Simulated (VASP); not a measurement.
## ZnAu: single point with PBE

Crystal: ZnAu.

```xyz
2
Lattice="3.1069 0.0000 0.0000 0.0000 3.1069 0.0000 0.0000 0.0000 3.1069" Properties=species:S:1:pos:R:3 pbc="T T T"
Zn    1.5535    1.5535    1.5535
Au    0.0000    0.0000    0.0000
```

This cell differs from its parent crystal: strained.

| Property | Result |
| --- | --- |
| Program | VASP 6.6.1 |
| Task | single point |
| Functional | PBE |
| Potentials or basis | VASP PAW PBE potentials, release 64 (Zn, Au) |
| Cutoff | 520 eV |
| k mesh | 14 × 14 × 14 |
| Occupations | gaussian, width 0.1 eV |
| Spin | no spin polarisation |
| Dipole correction | no |
| Further INCAR settings | ALGO = Fast; EDIFF = 1e-07; NBANDS = 18 |

- Pressure: 11.0 GPa

Levels at points of the mesh, in eV from the Fermi level:
```tsv
k point	band 10	band 11	band 12	band 13	band 14	band 15
(0.00, 0.00, 0.00)	-3.83	-3.83	5.04	5.04	5.04	9.34
(0.50, 0.00, 0.00)	-5.11	-4.01	-2.41	10.48	11.37	11.37
(0.50, 0.50, 0.00)	-3.22	-2.15	-2.15	0.97	2.72	10.61
(0.50, 0.50, 0.50)	-3.17	1.51	3.79	3.79	3.79	3.83
```

Wall time 30 s on 1 thread of Intel(R) Xeon(R) Platinum 8488C (Sapphire Rapids), on a shared host, peak memory 0.18 GiB.

Caveat: the cell differs from its parent crystal (strained); spin-orbit coupling is left out, which moves the levels of the heavy elements.
